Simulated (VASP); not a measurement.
A run of VASP 6.6.1 is set up as follows.

Contents of INCAR:

```
PREC = Accurate
ENCUT = 520
EDIFF = 1E-6
ISMEAR = -1
SIGMA = 0.1
LREAL = F
LASPH = T
NELM = 100
ALGO = Normal
ISIF = 2
LWAVE = F
LCHARG = F
GGA = CA
NBANDS = 12
```

File KPOINTS:

```
regular mesh
0
Gamma
  20 20 20
```

File POSCAR:

```
Ti
1.0
   -1.3229450934      1.3229450934      1.3229450934
    1.3229450934     -1.3229450934      1.3229450934
    1.3229450934      1.3229450934     -1.3229450934
Ti
1
Direct
    0.0000000000      0.0000000000      0.0000000000
```

Potentials or basis: VASP PAW LDA potentials, release 64 (Ti_sv).

Run with:

```bash
$ cat potpaw_LDA.64/Ti_sv/POTCAR > POTCAR
$ mpirun -np 1 vasp_std > vasp.out
```

**Question.** What does it give for the band gap on the k mesh?

**Answer.** Zero (band 6 reaches 17.42 eV, above the bottom of band 7 at 15.38 eV).

**Question.** What does it give for the pressure?

**Answer.** 141.6 GPa.
